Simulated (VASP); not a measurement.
Runs of VASP 6.6.1 on Na3Rh. The structure is that of space group Pm-3m (No. 221), or close to it. The cells are those of the table. 

| task | cell | k mesh | cutoff (eV) | gap on the mesh (eV) | pressure (GPa) | relaxed volume (Å³/atom) |
| --- | --- | --- | --- | --- | --- | --- |
| single point | a = 4.499, b = 4.499, c = 4.431 Å, 4 atoms | 10 × 10 × 10 | 520 | none | 0.0 | - |
| relaxation of cell and atoms | relaxed from a = 4.499, b = 4.499, c = 4.431 Å, 4 atoms | 10 × 10 × 10 | 600 | none | 0.0 | - |
| single point | a = 4.481 Å, 4 atoms | 4 × 4 × 4 | 520 | none | 0.2 | - |
| single point | a = 4.168, b = 4.168, c = 4.125 Å, 4 atoms | 4 × 4 × 4 | 520 | none | (a) | - |
| single point | a = 4.499, b = 4.499, c = 4.431 Å, 4 atoms | 4 × 4 × 4 | 520 | none | (b) | - |
| relaxation of cell and atoms | relaxed from a = 4.185 Å, 4 atoms | 4 × 4 × 4 | 600 | none | -0.1 | 22.79 |
| relaxation of cell and atoms | relaxed from a = 4.168, b = 4.168, c = 4.125 Å, 4 atoms | 4 × 4 × 4 | 600 | none | 0.1 | 22.61 |

Alike in all rows: level PBE; potentials or basis VASP PAW PBE potentials, release 64 (Na_pv, Rh_pv); no spin polarisation; smearing gaussian 0.1 eV.

Estimate the missing entries.

(a) 9.0; (b) 0.3.

Caveats: some runs use coarse meshes; the volume moved by over 15 % at a fixed basis, so the end points are rough (some runs); the relaxation stopped at its first step, so nothing moved (some runs).

A k mesh can miss the band edges, and the runs leave out spin-orbit coupling on Rh.

A gap of «none» marks levels without a gap at the run's occupations.
